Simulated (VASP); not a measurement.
Here is a VASP 6.6.1 calculation.

The input INCAR:

```
SYSTEM = HPbNO4
ALGO = Normal
EDIFF = 1E-6
ENCUT = 520
GGA = PS
ISIF = 2
ISMEAR = -1
LASPH = .TRUE.
LCHARG = .TRUE.
LELF = .TRUE.
LREAL = .FALSE.
LVHAR = .TRUE.
LWAVE = .FALSE.
NBANDS = 57
NELM = 80
PREC = Accurate
SIGMA = 0.05
```

File KPOINTS:

```
k-points
0
G
  4 5 3
  0 0 0
```

Contents of POSCAR:

```
HPbNO4
1.0
    6.3033112624      0.0000000000      0.0239162394
    0.0000000000      3.9263437314      0.0000000000
   -3.0661807040      0.0000000000      7.5633802703
H Pb N O
2 2 2 8
Direct
    0.3053748175      0.0831275106      0.5219785745
    0.6946251825      0.5831275106      0.4780214255
    0.9867933495      0.5834615152      0.2903312223
    0.0132066505      0.0834615152      0.7096687777
    0.5875716445      0.3795068128      0.7877245363
    0.4124283555      0.8795068128      0.2122754637
    0.1357329701      0.0749888558      0.4624373386
    0.4057758191      0.4793770787      0.7988036056
    0.7768786866      0.4921839856      0.8864884260
    0.5816722102      0.1568292414      0.6713516397
    0.8642670299      0.5749888558      0.5375626614
    0.5942241809      0.9793770787      0.2011963944
    0.2231213134      0.9921839856      0.1135115740
    0.4183277898      0.6568292414      0.3286483603
```

Potentials or basis: VASP PAW PBE potentials, release 64 (H, Pb_d, N, O).

Command:

```console
$ cat potpaw_PBE.64/H/POTCAR potpaw_PBE.64/Pb_d/POTCAR potpaw_PBE.64/N/POTCAR potpaw_PBE.64/O/POTCAR > POTCAR
$ mpirun -np 1 vasp_std > vasp.out
```

(1) Estimate the band gap on the k mesh.

(2) What does it give for the pressure?

(3) Estimate the largest force.

Results:

(1) 3.12 eV (least direct gap 3.24 eV).

(2) 0.8 GPa.

(3) 0.527 eV/Å.

Caveat: the standard files for N, O and F lose accuracy on very short bonds; the PAW data sets were made with another functional, which shifts forces and pressure a little; spin-orbit coupling is left out, which moves the levels of the heavy elements.
